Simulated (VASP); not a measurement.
# CdSe (P6_3mc) in VASP: relaxation of cell and atoms with r2SCAN

Aim: the relaxation of cell and atoms of CdSe with r2SCAN.

All numbers are computed with VASP 6.6.1; they aren't measurements. Logs are shortened: lines on timing, memory, paths and dates and some standing lists are left out, and cuts for length are marked.

## Step 1: The cell of the first run

Symmetry: P6_3mc, No. 186, hexagonal system. The conventional cell has a = 4.300 Å, b = 4.300 Å, c = 7.011 Å, α = 90.00°, β = 90.00°, γ = 120.00°. Cd (site symmetry 3m) has 4 Se at 2.63 to 2.64 Å within 3.5 Å. Se (site symmetry 3m) has 4 Cd at 2.63 to 2.64 Å within 3.5 Å.

## Step 2: Relaxation of cell and atoms, r2SCAN

POSCAR reads:

```
CdSe
1.0
    4.3000000000      0.0000000000      0.0000000000
   -2.1500000000      3.7239092363      0.0000000000
    0.0000000000      0.0000000000      7.0110000000
Cd Se
2 2
Direct
    0.3333333333      0.6666666667      0.0000000000
    0.6666666667      0.3333333333      0.5000000000
    0.3333333333      0.6666666667      0.3760000000
    0.6666666667      0.3333333333      0.8760000000
```

INCAR.step1 reads:

```
SYSTEM = CdSe
  PREC = Accurate
  ENCUT = 600
  ISMEAR = 0
  SIGMA = 0.02
  LREAL = .False.
  LASPH = .True.
  NELM = 60
  GGA = PE
  ALGO = Normal
  EDIFF = 1E-4
  LWAVE = .True.
  LCHARG = .False.
```

INCAR.step2 reads:

```
SYSTEM = CdSe
  PREC = Accurate
  ENCUT = 600
  EDIFF = 1E-6
  ISMEAR = 0
  SIGMA = 0.02
  LREAL = .False.
  LASPH = .True.
  NELM = 60
  ALGO = Normal
  ISIF = 3
  LWAVE = .False.
  LCHARG = .False.
  METAGGA = R2SCAN
  LMIXTAU = .True.
  IBRION = 2
  NSW = 100
  EDIFFG = -0.002
  ISTART = 1
```

KPOINTS reads:

```
regular mesh
0
Gamma
  9 9 6
  0 0 0
```

Potentials or basis: VASP PAW PBE potentials, release 64 (Cd, Se).

Run with:

```console
$ cat potpaw_PBE.64/Cd/POTCAR potpaw_PBE.64/Se/POTCAR > POTCAR
$ cp INCAR.step1 INCAR
$ mpirun -np 1 vasp_std > vasp.out
$ cp INCAR.step2 INCAR
$ mpirun -np 1 vasp_std > vasp.out
```

OUTCAR:

```text
SYSTEM = CdSe
   PREC = Accurate
   ENCUT = 600
   EDIFF = 1E-6
   ISMEAR = 0
   LREAL = .False.
   LASPH = .True.
   NELM = 60
   ISIF = 3
   METAGGA = R2SCAN
   IBRION = 2
   NSW = 100
   EDIFFG = -0.002
   ISTART = 1

 ion  position               nearest neighbor table
   1  0.333  0.667  0.000-   4 2.63   4 2.63   4 2.63   3 2.64
   2  0.667  0.333  0.500-   3 2.63   3 2.63   3 2.63   4 2.64
   3  0.333  0.667  0.376-   2 2.63   2 2.63   2 2.63   1 2.64
   4  0.667  0.333  0.876-   1 2.63   1 2.63   1 2.63   2 2.64

  LATTYP: Found a hexagonal cell.
 ALAT       =     4.3000000000
 C/A-ratio  =     1.6304651163

  Lattice vectors:

 A1 = (   4.3000000000,   0.0000000000,   0.0000000000)
 A2 = (  -2.1500000000,   3.7239092363,   0.0000000000)
 A3 = (   0.0000000000,   0.0000000000,   7.0110000000)

Analysis of symmetry for initial positions (statically):
=====================================================================
 Subroutine PRICEL returns:
 Original cell was already a primitive cell.

 Routine SETGRP: Setting up the symmetry group for a
 hexagonal supercell.

 Subroutine GETGRP returns: Found 12 space group operations
 (whereof  6 operations were pure point group operations)
 out of a pool of 24 trial point group operations.

The static configuration has the point symmetry C_3v.
 The point group associated with its full space group is C_6v.

Analysis of symmetry for dynamics (positions and initial velocities):
=====================================================================
 Subroutine PRICEL returns:
 Original cell was already a primitive cell.

 Routine SETGRP: Setting up the symmetry group for a
 hexagonal supercell.

 Subroutine GETGRP returns: Found 12 space group operations
 (whereof  6 operations were pure point group operations)
 out of a pool of 24 trial point group operations.

The dynamic configuration has the point symmetry C_3v.
 The point group associated with its full space group is C_6v.

 Subroutine INISYM returns: Found 12 space group operations
 (whereof  6 operations are pure point group operations),
 and found     1 'primitive' translations

----------------------------------------------------------------------------------------

                                     Primitive cell

  volume of cell :     112.2658

  direct lattice vectors                    reciprocal lattice vectors
     4.300000000  0.000000000  0.000000000     0.232558140  0.134267504  0.000000000
    -2.150000000  3.723909236  0.000000000     0.000000000  0.268535009  0.000000000
     0.000000000  0.000000000  7.011000000     0.000000000  0.000000000  0.142633005

  length of vectors
     4.300000000  4.300000000  7.011000000     0.268535009  0.268535009  0.142633005

  position of ions in fractional coordinates (direct lattice)
     0.333333333  0.666666667  0.000000000
     0.666666667  0.333333333  0.500000000
     0.333333333  0.666666667  0.376000000
     0.666666667  0.333333333  0.876000000

  ion indices of the primitive-cell ions
   primitive index   ion index
                 1           1
                 2           2
                 3           3
                 4           4

----------------------------------------------------------------------------------------

 KPOINTS: regular mesh

Automatic generation of k-mesh.
 Grid dimensions read from file:
 generate k-points for:    9    9    6

 Generating k-lattice:

  Cartesian coordinates                     Fractional coordinates (reciprocal lattice)
     0.025839793  0.014918612  0.000000000     0.111111111 -0.000000000  0.000000000
     0.000000000  0.029837223  0.000000000     0.000000000  0.111111111  0.000000000
     0.000000000  0.000000000  0.023772168     0.000000000  0.000000000  0.166666667

  Length of vectors
     0.029837223  0.029837223  0.023772168

  Shift w.r.t. Gamma in fractional coordinates (k-lattice)
     0.000000000  0.000000000  0.000000000

 Subroutine IBZKPT returns following result:
 ===========================================

 Found     48 irreducible k-points:

 Following reciprocal coordinates:
            Coordinates               Weight
  0.000000  0.000000  0.000000      1.000000
  0.111111 -0.000000  0.000000      6.000000
  0.222222 -0.000000  0.000000      6.000000
  0.333333 -0.000000  0.000000      6.000000
  0.444444 -0.000000  0.000000      6.000000
  0.111111  0.111111  0.000000      6.000000
[... 16 lines left out ...]
  0.333333  0.222222  0.166667     24.000000
  0.333333  0.333333  0.166667      4.000000
 [... further k-points ...]
   k-points           NKPTS =     48   k-points in BZ     NKDIM =     48   number of bands    NBANDS=     22
   number of dos      NEDOS =    301   number of ions     NIONS =      4
   total plane-waves  NPLWV =  72576
   dimension x,y,z NGX =    36 NGY =   36 NGZ =   56
   dimension x,y,z NGXF=    72 NGYF=   72 NGZF=  112
   ions per type =               2   2
   NGX,Y,Z   is equivalent  to a cutoff of  13.92, 13.92, 13.28 a.u.
   NGXF,Y,Z  is equivalent  to a cutoff of  27.84, 27.84, 26.56 a.u.
 SYSTEM =  CdSe
   PREC   = accura    normal or accurate (medium, high low for compatibility)
   ISTART =      1    job   : 0-new  1-cont  2-samecut
   ICHARG =      0    charge: 1-file 2-atom 10-const
   ISPIN  =      1    spin polarized calculation?
   LNONCOLLINEAR =      F non collinear calculations
   LSORBIT =      F    spin-orbit coupling
   LASPH  =      T    aspherical Exc in radial PAW
   ENCUT  =  600.0 eV  44.10 Ry    6.64 a.u.   8.59  8.59 14.00*2*pi/ulx,y,z
   NELM   =     60;   NELMIN=  2; NELMDL=  0     # of ELM steps
   EDIFF  = 0.1E-05   stopping-criterion for ELM
   LREAL  =      F    real-space projection
   EDIFFG = -.2E-02   stopping-criterion for IOM
   NSW    =    100    number of steps for IOM
   IBRION =      2    ionic relax: 0-MD 1-quasi-New 2-CG
   NFREE  =      1    steps in history (QN), initial steepest desc. (CG)
   ISIF   =      3    stress and relaxation
   ISYM   =      2    0-nonsym 1-usesym 2-fastsym
   POTIM  = 0.5000    time-step for ionic-motion
   TEBEG  =    0.0;   TEEND  =   0.0 temperature during run
   PSTRESS=    0.0 pullay stress
   NELECT =      36.0000    total number of electrons
   NUPDOWN=      -1.0000    fix difference up-down
   EMIN   =  10.00;   EMAX   =-10.00  energy-range for DOS
   EFERMI =   0.00;   METHOD = LEGACY
   ISMEAR =     0;   SIGMA  =   0.02  broadening in eV -4-tet -1-fermi 0-gaus
   EFERMI_NEDOS =   21; number of points for ismear=-14 and -15
   IALGO  =     38    algorithm
   IMIX   =      4    mixing-type and parameters
     AMIX     =   0.40;   BMIX     =  1.00
     AMIX_MAG =   1.60;   BMIX_MAG =  1.00
  volume/ion in A,a.u.               =      28.07       189.40
  Fermi-wavevector in a.u.,A,eV,Ry     =   1.120538  2.117509 17.083541  1.255605
  Thomas-Fermi vector in A             =   2.257185
   LORBIT       =      0    0 simple, 1 ext, 2 COOP (PROOUT), +10 PAW based schemes
   METAGGA = R2SCAN    functional components
   LHFCALC =     F    Hartree Fock is set to
   AEXX    =    0.0000 exact exchange contribution
   IVDW    =     0    specifies the selected vdW correction
   LEPSILON=     F    determine dielectric tensor
   LRPA    =     F    only Hartree local field effects (RPA)
 conjugate gradient relaxation of ions
 non-spin polarized calculation
 Gauss-broadening in eV      SIGMA  =   0.02
  energy-cutoff  :      600.00
  volume of cell :      112.27
 maximum number of plane-waves:      3791
 NGX is ok and might be reduce to    36
   NGX = 17   NGY = 17   NGZ = 29

--------------------------------------- Ionic step        1  -------------------------------------------

 number of electron      35.9999992 magnetization

 Free energy of the ion-electron system (eV)
  ---------------------------------------------------
  ext. energy  EPLUGINS =         0.00000000
  ---------------------------------------------------
  free energy    TOTEN  =       -71.81371955 eV

  energy without entropy =      -71.81371955  energy(sigma->0) =      -71.81371955

------------------------ aborting loop because EDIFF is reached ----------------------------------------

  FORCE on cell =-STRESS in cart. coord.  units (eV):
  Direction    XX          YY          ZZ          XY          YZ          ZX
  --------------------------------------------------------------------------------------
  -------------------------------------------------------------------------------------
  Total        1.2329105      1.2329105      1.2423930      0.0000000      0.0000000      0.0000000
  in kB       17.5952168     17.5952168     17.7305440      0.0000000      0.0000000      0.0000000
  external PRESSURE =      17.6403259 kB  Pullay stress =       0.0000000 kB
[... 137 lines left out ...]
  energy  without entropy=      -71.8330673692  energy(sigma->0) =      -71.83306737

--------------------------------------- Ionic step        5  -------------------------------------------

 number of electron      35.9999999 magnetization

 Free energy of the ion-electron system (eV)
  ---------------------------------------------------
  ext. energy  EPLUGINS =         0.00000000
  ---------------------------------------------------
  free energy    TOTEN  =       -71.83307401 eV

  energy without entropy =      -71.83307401  energy(sigma->0) =      -71.83307401

 E-fermi :   0.5166     XC(G=0):  -9.2799

 val. band max:        0.4149727029   @ k =   0.0000   0.0000   0.0000
 cond. band min:       1.5004462699   @ k =   0.0000   0.0000   0.0000
 fundamental gap:      1.0854735671
 Fermi energy:         0.5165521785

 k-point     1 :       0.0000    0.0000    0.0000
  band No.  band energies     occupation
      1     -12.4432      2.00000
      2     -12.0841      2.00000
      3      -7.6497      2.00000
      4      -7.6441      2.00000
      5      -7.6441      2.00000
      6      -7.5763      2.00000
[... 574 lines left out ...]
      6      -7.4229      2.00000
[... 14 lines left out ...]
     21       5.3423      0.00000
     22       7.4938      0.00000

 [... further k-points ...]

------------------------ aborting loop because EDIFF is reached ----------------------------------------

  FORCE on cell =-STRESS in cart. coord.  units (eV):
  Direction    XX          YY          ZZ          XY          YZ          ZX
  --------------------------------------------------------------------------------------
  -------------------------------------------------------------------------------------
  Total        0.0050831      0.0050831      0.0079626      0.0000000      0.0000000      0.0000000
  in kB        0.0702765      0.0702765      0.1100876      0.0000000      0.0000000      0.0000000
  external PRESSURE =       0.0835469 kB  Pullay stress =       0.0000000 kB
[... 19 lines left out ...]
  FREE ENERGIE OF THE ION-ELECTRON SYSTEM (eV)
  ---------------------------------------------------
  free  energy   TOTEN  =       -71.8330740065 eV

  energy  without entropy=      -71.8330740065  energy(sigma->0) =      -71.83307401

 reached required accuracy - stopping structural energy minimisation
```

Wall time 60 min (1 thread of Oxide Virtual Turin-like, shared host); peak memory 0.34 GiB.

What came out:

| Quantity | Value |
| --- | --- |
| Free energy | -71.8331 eV |
| Relaxed volume | 28.97 Å³/atom |
| Relaxed cell | a = 4.345 Å, b = 4.345 Å, c = 7.086 Å, α = 90.00°, β = 90.00°, γ = 120.00° |
| Space group after relaxing (to 0.1 Å) | P6_3mc (No. 186) |
| Energy gained by relaxing | 4.8 meV/atom |
| Ionic steps | 5 |
| Pressure after relaxing | 0.0 GPa |
| Band gap on the k mesh | 1.09 eV |

The path:
| step | energy change (eV) | largest force (eV/Å) | pressure (GPa) | volume (Å³) |
| --- | --- | --- | --- | --- |
| 1 | 0.0000 | 0.0050 | 1.76 | 112.27 |
| 2 | -0.0164 | 0.0009 | -0.63 | 117.36 |
| 3 | -0.0194 | 0.0004 | 0.01 | 115.89 |
| 4 | -0.0193 | 0.0003 | -0.03 | 115.96 |
| 5 | -0.0194 | 0.0009 | 0.01 | 115.88 |

Final structure:
```yaml
crystal:
  lattice:
    - [4.34548, 0.00000, 0.00000]
    - [-2.17274, 3.76329, 0.00000]
    - [0.00000, 0.00000, 7.08632]
  atoms:
    - { symbol: Cd, position: [0.33333, 0.66667, 0.00003] }
    - { symbol: Cd, position: [0.66667, 0.33333, 0.50003] }
    - { symbol: Se, position: [0.33333, 0.66667, 0.37597] }
    - { symbol: Se, position: [0.66667, 0.33333, 0.87597] }
```

Caveat: the PAW data sets were made with another functional, which shifts forces and pressure a little.
